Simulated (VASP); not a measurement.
Here is a VASP 6.6.1 calculation.

File POSCAR:

```
Sr
1.0
    9.0000000000      0.0000000000      0.0000000000
    0.0000000000      9.3000000000      0.0000000000
    0.0000000000      0.0000000000      7.4962481520
Sr
2
Direct
    0.5000000000      0.5000000000      0.0000000000
    0.5000000000      0.5000000000      0.4650000000
```

Contents of INCAR.step1:

```
  PREC = Accurate
  ENCUT = 520
  ISMEAR = 0
  SIGMA = 0.05
  LREAL = F
  LASPH = T
  NELM = 150
  ISPIN = 2
  MAGMOM = 0.5 0.5
  NBANDS = 21
  GGA = PE
  ALGO = Normal
  EDIFF = 1E-4
  LWAVE = T
  LCHARG = F
```

INCAR.step2

```
  PREC = Accurate
  ENCUT = 520
  EDIFF = 1E-6
  ISMEAR = 0
  SIGMA = 0.05
  LREAL = F
  LASPH = T
  NELM = 150
  ALGO = Normal
  ISIF = 2
  LWAVE = F
  LCHARG = F
  ISPIN = 2
  MAGMOM = 0.5 0.5
  LORBIT = 11
  METAGGA = R2SCAN
  LMIXTAU = T
  NBANDS = 21
  ISTART = 1
```

KPOINTS

```
Automatic mesh
0
Gamma
  1 1 9
```

Potentials or basis: VASP PAW PBE potentials, release 64 (Sr_sv).

Launch:

```bash
$ cat potpaw_PBE.64/Sr_sv/POTCAR > POTCAR
$ cp INCAR.step1 INCAR
$ mpirun -np 1 vasp_std > vasp.out
$ cp INCAR.step2 INCAR
$ mpirun -np 1 vasp_std > vasp.out
```

(1) What does it give for the site moments?

(2) Predict the largest force.

Results:

(1) Sr +0.14 μB.

(2) 0.454 eV/Å.

Caveat: the PAW data sets were made with another functional, which shifts forces and pressure a little.
